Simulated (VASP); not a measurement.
Input of a VASP 6.6.1 run:

Contents of INCAR:

```
SYSTEM = Al8H
PREC = Accurate
ENCUT = 520
EDIFF = 1E-7
ISMEAR = 0
SIGMA = 0.1
LREAL = Auto
LASPH = .True.
NELM = 80
ALGO = Normal
ISIF = 2
LWAVE = .False.
LCHARG = .False.
LDIPOL = .True.
IDIPOL = 3
DIPOL = 0.5 0.5 0.291
GGA = PE
NBANDS = 40
```

File KPOINTS:

```
regular mesh
0
Gamma
  5 4 1
  0 0 0
```

Contents of POSCAR:

```
Al8H
1.0
    5.7135165837      0.0000000000      0.0000000000
    0.0000000000      8.0801326415      0.0000000000
    0.0000000000      0.0000000000     22.2432786975
Al H
16 2
Direct
    0.2500000000      0.2500000000      0.1798296040
    0.2500000000      0.7500000000      0.1798296040
    0.7500000000      0.2500000000      0.1798296040
    0.7500000000      0.7500000000      0.1798296040
    0.0000000000      0.0000000000      0.2440458181
    0.0000000000      0.5000000000      0.2440458181
    0.5000000000      0.0000000000      0.2440458181
    0.5000000000      0.5000000000      0.2440458181
    0.2500000000      0.2500000000      0.3102598702
    0.2500000000      0.7500000000      0.3102598702
    0.7500000000      0.2500000000      0.3102598702
    0.7500000000      0.7500000000      0.3102598702
    0.0000000000      0.0000000000      0.3705963860
    0.0000000000      0.5000000000      0.3705963860
    0.5000000000      0.0000000000      0.3705963860
    0.5000000000      0.5000000000      0.3705963860
    0.2500000000      0.1931321217      0.4052135847
    0.2500000000      0.3068678783      0.4052135847
```

Potentials or basis: VASP PAW PBE potentials, release 64 (Al, H).

Run with:

```console
$ cat potpaw_PBE.64/Al/POTCAR potpaw_PBE.64/H/POTCAR > POTCAR
$ mpirun -np 1 vasp_std > vasp.out
```

Q: Predict the largest force.

A: 0.810 eV/Å.

Q: Predict the band gap on the k mesh.

A: Zero (band 25 reaches -0.59 eV, above the bottom of band 26 at -1.11 eV).

Forces on the atoms (eV/Å):
```
Al   0.000  0.000  0.220
Al   0.000  0.000  0.195
Al   0.000  0.000  0.233
Al   0.000  0.000  0.237
Al  -0.038 -0.003 -0.279
Al  -0.038  0.003 -0.279
Al   0.038 -0.003 -0.279
Al   0.038  0.003 -0.279
Al   0.000  0.000 -0.526
Al   0.000  0.000  0.131
Al   0.000  0.000  0.098
Al   0.000  0.000 -0.053
Al  -0.154 -0.238 -0.051
Al  -0.154  0.238 -0.051
Al   0.154 -0.238 -0.051
Al   0.154  0.238 -0.051
H    0.000  0.708  0.393
H    0.000 -0.708  0.393
```
